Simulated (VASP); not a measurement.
# CuSi16 (a cell with a defect) in VASP: further runs, part 2 of 2

VASP 6.6.1.

### Step 3. Single point, PBE, collinear spin, zero start

The input, INCAR:

```
ALGO     = Normal         # electronic algorithm
EDIFF    = 1E-7           # SCF threshold, eV
ENCUT    = 520            # plane-wave cutoff, eV
GGA      = PE             # functional
ISIF     = 2              # what is computed and relaxed
ISMEAR   = -1             # smearing method
ISPIN    = 2              # spin polarisation
LASPH    = T              # aspherical terms in the spheres
LCHARG   = F              # write CHGCAR
LMAXMIX  = 4              # l up to which the mixer works
LORBIT   = 11             # projections on sites
LREAL    = Auto         
LWAVE    = F              # write WAVECAR
MAGMOM   = 0 0 0 0 0 0 0 0 0 0 0 0 0 0 0 0 0 # initial moments
NBANDS   = 56             # bands
NELM     = 150            # most SCF steps
PREC     = Accurate       # precision mode
SIGMA    = 0.02           # smearing width, eV
```

The input, KPOINTS:

```
k-points
0
Gamma
  2 2 2
```

The input, POSCAR:

```
CuSi16
1.0
    0.0000000000      5.4300000000      5.4300000000
    5.4300000000      0.0000000000      5.4300000000
    5.4300000000      5.4300000000      0.0000000000
Si Cu
16 1
Direct
    0.0070001842      0.0065953959     -0.0177408840
    0.1267116943      0.1262013812      0.1157720994
   -0.0126754144     -0.0130833333      0.4902720994
    0.1120848987      0.1116756906      0.6147782689
    0.0047930939      0.4992072744      0.0026958564
    0.1361080110      0.6200452118      0.1231713628
    0.0070250460      0.4791637201      0.5098018416
    0.1267084715      0.6124215470      0.6296804788
    0.4997029466      0.0043430939      0.0026907919
    0.6204808471      0.1356406998      0.1232095764
    0.4795731123      0.0066031308      0.5097850829
    0.6128453959      0.1262186924      0.6297023020
    0.5078229282      0.5073514733      0.0106623389
    0.6318005525      0.6313683241      0.1347454880
    0.4997307551      0.4992290976      0.5077430939
    0.6204095764      0.6200151013      0.6389405157
    0.8319445672      0.8314615101      0.3346922652
```

Potentials or basis: VASP PAW PBE potentials, release 64 (Si, Cu).

Command:

```sh
$ cat potpaw_PBE.64/Si/POTCAR potpaw_PBE.64/Cu/POTCAR > POTCAR
$ mpirun -np 1 vasp_std > vasp.out
```

OUTCAR:

```text
EDIFF = 1E-7
   ENCUT = 520
   GGA = PE
   ISIF = 2
   ISMEAR = -1
   ISPIN = 2
   LASPH = T
   LORBIT = 11
   LREAL = Auto
   NELM = 150
   PREC = Accurate

 ion  position               nearest neighbor table
   1  0.007  0.007  0.982-   4 2.32   2 2.34  17 2.34  10 2.43   6 2.43
   2  0.127  0.126  0.116-   1 2.34   9 2.34   5 2.34   3 2.36
   3  0.987  0.987  0.490-   4 2.35  12 2.36   2 2.36   8 2.36  17 2.92
   4  0.112  0.112  0.615-   1 2.32  11 2.32   7 2.32   3 2.35
   5  0.005  0.499  0.003-   6 2.34   2 2.34   8 2.34  14 2.34
   6  0.136  0.620  0.123-  13 2.34   5 2.34  17 2.40   1 2.43   7 2.43
   7  0.007  0.479  0.510-   4 2.32  17 2.34   8 2.34  16 2.43   6 2.43
   8  0.127  0.612  0.630-   7 2.34   5 2.34  15 2.34   3 2.36
   9  0.500  0.004  0.003-  10 2.34  12 2.34   2 2.34  14 2.34
  10  0.620  0.136  0.123-  13 2.34   9 2.34  17 2.40   1 2.43  11 2.43
  11  0.480  0.007  0.510-   4 2.32  12 2.34  17 2.34  10 2.43  16 2.43
  12  0.613  0.126  0.630-  11 2.34   9 2.34  15 2.34   3 2.36
  13  0.508  0.507  0.011-  14 2.33  10 2.34   6 2.34  16 2.34
  14  0.632  0.631  0.135-  13 2.33   9 2.34   5 2.34  15 2.34
  15  0.500  0.499  0.508-  16 2.34  12 2.34   8 2.34  14 2.34
  16  0.620  0.620  0.639-  13 2.34  15 2.34  17 2.40  11 2.43   7 2.43
  17  0.832  0.831  0.335-   7 2.34  11 2.34   1 2.34   6 2.40  10 2.40  16 2.40   3 2.92

  LATTYP: Found a face centered cubic cell.
 ALAT       =    10.8600000000

  Lattice vectors:

 A1 = (   0.0000000000,   5.4300000000,   5.4300000000)
 A2 = (   5.4300000000,   0.0000000000,   5.4300000000)
 A3 = (   5.4300000000,   5.4300000000,   0.0000000000)

Analysis of symmetry for initial positions (statically):
=====================================================================
 Subroutine PRICEL returns:
 Original cell was already a primitive cell.

 Routine SETGRP: Setting up the symmetry group for a
 face centered cubic supercell.

 Subroutine GETGRP returns: Found  1 space group operations
 (whereof  1 operations were pure point group operations)
 out of a pool of 48 trial point group operations.

The static configuration has the point symmetry C_1 .

Analysis of symmetry for dynamics (positions and initial velocities):
=====================================================================
 Subroutine PRICEL returns:
 Original cell was already a primitive cell.

 Routine SETGRP: Setting up the symmetry group for a
 face centered cubic supercell.

 Subroutine GETGRP returns: Found  1 space group operations
 (whereof  1 operations were pure point group operations)
 out of a pool of 48 trial point group operations.

The dynamic configuration has the point symmetry C_1 .

Analysis of structural, dynamic, and magnetic symmetry:
=====================================================================
 Subroutine PRICEL returns:
 Original cell was already a primitive cell.

 Routine SETGRP: Setting up the symmetry group for a
 face centered cubic supercell.

 Subroutine GETGRP returns: Found  1 space group operations
 (whereof  1 operations were pure point group operations)
 out of a pool of 48 trial point group operations.

The overall configuration has the point symmetry C_1 .

 Subroutine INISYM returns: Found  1 space group operations
 (whereof  1 operations are pure point group operations),
 and found     1 'primitive' translations
[... 120 lines left out ...]
   NUPDOWN=      -1.0000    fix difference up-down
   EMIN   =  10.00;   EMAX   =-10.00  energy-range for DOS
   EFERMI =   0.00;   METHOD = LEGACY
   ISMEAR =    -1;   SIGMA  =   0.02  broadening in eV -4-tet -1-fermi 0-gaus
   EFERMI_NEDOS =   21; number of points for ismear=-14 and -15
   IALGO  =     38    algorithm
   IMIX   =      4    mixing-type and parameters
     AMIX     =   0.40;   BMIX     =  1.00
     AMIX_MAG =   1.60;   BMIX_MAG =  1.00
  volume/ion in A,a.u.               =      18.84       127.11
  Fermi-wavevector in a.u.,A,eV,Ry     =   1.009142  1.907001 13.855720  1.018367
  Thomas-Fermi vector in A             =   2.142052
   LORBIT       =     11    0 simple, 1 ext, 2 COOP (PROOUT), +10 PAW based schemes
   GGA     = PE    functional components
   LHFCALC =     F    Hartree Fock is set to
   AEXX    =    0.0000 exact exchange contribution
   IVDW    =     0    specifies the selected vdW correction
   LEPSILON=     F    determine dielectric tensor
   LRPA    =     F    only Hartree local field effects (RPA)
 spin polarized calculation
  energy-cutoff  :      520.00
  volume of cell :      320.21
 maximum number of plane-waves:      8646
 NGX is ok and might be reduce to    60
   NGX = 29   NGY = 29   NGZ = 29

 number of electron      75.0000000 magnetization       0.0000160

 number of electron      75.0000000 magnetization      -0.0000072

 Free energy of the ion-electron system (eV)
  ---------------------------------------------------
  ext. energy  EPLUGINS =         0.00000000
  ---------------------------------------------------
  free energy    TOTEN  =       -87.48635378 eV

  energy without entropy =      -87.47300915  energy(sigma->0) =      -87.47968147

 E-fermi :   6.9208     XC(G=0):  -9.6801

 val. band max:        6.9176146159   @ k =   0.0000   0.0000   0.0000
 cond. band min:       6.9769461290   @ k =   0.0000   0.0000   0.5000
 fundamental gap:      0.0593315132
 Fermi energy:         6.9207996447

 spin component 1

 k-point     1 :       0.0000    0.0000    0.0000
  band No.  band energies     occupation
      1      -5.9342      1.00000
      2      -3.5974      1.00000
      3      -3.5324      1.00000
      4      -3.5323      1.00000
      5      -3.4818      1.00000
      6      -1.9962      1.00000
[... 405 lines left out ...]
     48      10.4084      0.00000
     49      10.4096      0.00000
 Fermi energy:         6.9207996447

 spin component 2

 k-point     1 :       0.0000    0.0000    0.0000
  band No.  band energies     occupation
      1      -5.9342      1.00000
      2      -3.5974      1.00000
      3      -3.5324      1.00000
      4      -3.5323      1.00000
      5      -3.4818      1.00000
      6      -1.9962      1.00000
[... 405 lines left out ...]
     48      10.4084      0.00000
     49      10.4096      0.00000
 [bands above 49 left out]

------------------------ aborting loop because EDIFF is reached ----------------------------------------

  FORCE on cell =-STRESS in cart. coord.  units (eV):
  Direction    XX          YY          ZZ          XY          YZ          ZX
  --------------------------------------------------------------------------------------
  -------------------------------------------------------------------------------------
  Total        8.5277348      8.5288481      8.5218890     -0.1345409     -0.1415703     -0.1412395
  in kB       42.6692277     42.6747982     42.6399781     -0.6731863     -0.7083588     -0.7067038
  external PRESSURE =      42.6613347 kB  Pullay stress =       0.0000000 kB

 VOLUME and BASIS-vectors are now :
 -----------------------------------------------------------------------------
  energy-cutoff  :      520.00
  volume of cell :      320.21
      direct lattice vectors                 reciprocal lattice vectors
     0.000000000  5.430000000  5.430000000    -0.092081031  0.092081031  0.092081031
     5.430000000  0.000000000  5.430000000     0.092081031 -0.092081031  0.092081031
     5.430000000  5.430000000  0.000000000     0.092081031  0.092081031 -0.092081031

 POSITION                                       TOTAL-FORCE (eV/Angst)
 -----------------------------------------------------------------------------------
      5.36948      5.37168      0.07382        -0.007753     -0.005721      0.007486
      1.31392      1.31669      1.37332        -0.000303     -0.001724     -0.000493
      8.02113      8.02335     10.72013         0.013908      0.017023      0.013698
      3.94465      3.94687      1.21502        -0.003783     -0.003998     -0.002960
      2.72533      0.04067      2.73672         0.005643     -0.003203      0.001018
      4.03567      1.40789      4.10591        -0.015382      0.000853     -0.002920
[... 9 lines left out ...]
      6.83613      6.83827      6.73551        -0.002788     -0.000256     -0.014999
      6.33221      6.33484      9.03229         0.011485      0.010344      0.010655
 -----------------------------------------------------------------------------------
    total drift:                                0.002893      0.002498      0.004075

  FREE ENERGIE OF THE ION-ELECTRON SYSTEM (eV)
  ---------------------------------------------------
  free  energy   TOTEN  =       -87.4863537820 eV

  energy  without entropy=      -87.4730091506  energy(sigma->0) =      -87.47968147

 total charge

# of ion       s       p       d       tot
------------------------------------------
    1        0.736   0.955   0.000   1.691
    2        0.744   0.952   0.000   1.696
    3        0.740   0.952   0.000   1.692
    4        0.758   0.943   0.000   1.701
    5        0.741   0.959   0.000   1.700
    6        0.735   0.949   0.000   1.684
[... 9 lines left out ...]
   16        0.735   0.949   0.000   1.684
   17        0.498   0.457   9.212  10.167
--------------------------------------------------
tot         12.352  15.705   9.212  37.268

 magnetization (x)

# of ion       s       p       d       tot
------------------------------------------
    1       -0.000   0.000   0.000   0.000
    2       -0.000  -0.000   0.000  -0.000
    3       -0.000  -0.000   0.000  -0.000
    4       -0.000  -0.000   0.000  -0.000
    5       -0.000  -0.000   0.000  -0.000
    6       -0.000  -0.000   0.000  -0.000
[... 9 lines left out ...]
   16       -0.000   0.000   0.000  -0.000
   17       -0.000  -0.000  -0.000  -0.000
--------------------------------------------------
tot         -0.000  -0.000  -0.000  -0.000
```

Wall time 20 min (1 thread of Intel Xeon 8259CL, shared host); peak memory 0.73 GiB.

What came out:

* Free energy: -87.4864 eV
* Pressure: 4.3 GPa
* Largest force: 0.026 eV/Å
* Net moment: 0.00 μB per cell
* Valence electrons inside the program's atomic spheres: Si 1.69, 1.70, 1.68 (each value once); Cu 10.17

Forces in eV/Å, atoms in the order of the input:
```
Si  -0.008 -0.006  0.007
Si   0.000 -0.002  0.000
Si   0.014  0.017  0.014
Si  -0.004 -0.004 -0.003
Si   0.006 -0.003  0.001
Si  -0.015  0.001 -0.003
Si  -0.008  0.008 -0.009
Si   0.000 -0.001  0.000
Si  -0.003  0.006 -0.001
Si   0.002 -0.016  0.000
Si   0.008 -0.007 -0.010
Si  -0.001 -0.001  0.002
Si   0.005  0.004  0.009
Si  -0.006 -0.004 -0.006
Si   0.002 -0.001  0.003
Si  -0.003  0.000 -0.015
Cu   0.011  0.010  0.011
```

Levels at points of the mesh, in eV from the Fermi level:
Spin up:
```tsv
k point	band 35	band 36	band 37	band 38	band 39	band 40
(0.00, 0.00, 0.00)	-1.10	-0.70	-0.52	-0.52	-0.39	0.00
(0.50, 0.00, 0.00)	-1.49	-1.45	-1.29	0.06	0.51	0.61
(0.00, 0.50, 0.00)	-1.49	-1.45	-1.29	0.06	0.51	0.61
(0.00, 0.00, 0.50)	-1.49	-1.45	-1.29	0.06	0.51	0.61
(0.50, 0.50, 0.50)	-1.47	-1.07	-1.06	-0.02	0.43	0.86
(0.50, 0.50, 0.00)	-2.04	-2.00	-1.69	0.12	0.34	1.36
(0.00, 0.50, 0.50)	-2.04	-2.00	-1.69	0.12	0.34	1.36
(0.50, 0.00, 0.50)	-2.04	-2.00	-1.69	0.12	0.34	1.36
```
Spin down:
```tsv
k point	band 35	band 36	band 37	band 38	band 39	band 40
(0.00, 0.00, 0.00)	-1.10	-0.70	-0.52	-0.52	-0.39	0.00
(0.50, 0.00, 0.00)	-1.49	-1.45	-1.29	0.06	0.51	0.61
(0.00, 0.50, 0.00)	-1.49	-1.45	-1.29	0.06	0.51	0.61
(0.00, 0.00, 0.50)	-1.49	-1.45	-1.29	0.06	0.51	0.61
(0.50, 0.50, 0.50)	-1.47	-1.07	-1.06	-0.02	0.43	0.86
(0.50, 0.50, 0.00)	-2.04	-2.00	-1.69	0.12	0.34	1.36
(0.00, 0.50, 0.50)	-2.04	-2.00	-1.69	0.12	0.34	1.36
(0.50, 0.00, 0.50)	-2.04	-2.00	-1.69	0.12	0.34	1.36
```

Caveat: the k points lie up to 0.50 Å⁻¹ apart; no moment was typed at the start, so none could form.
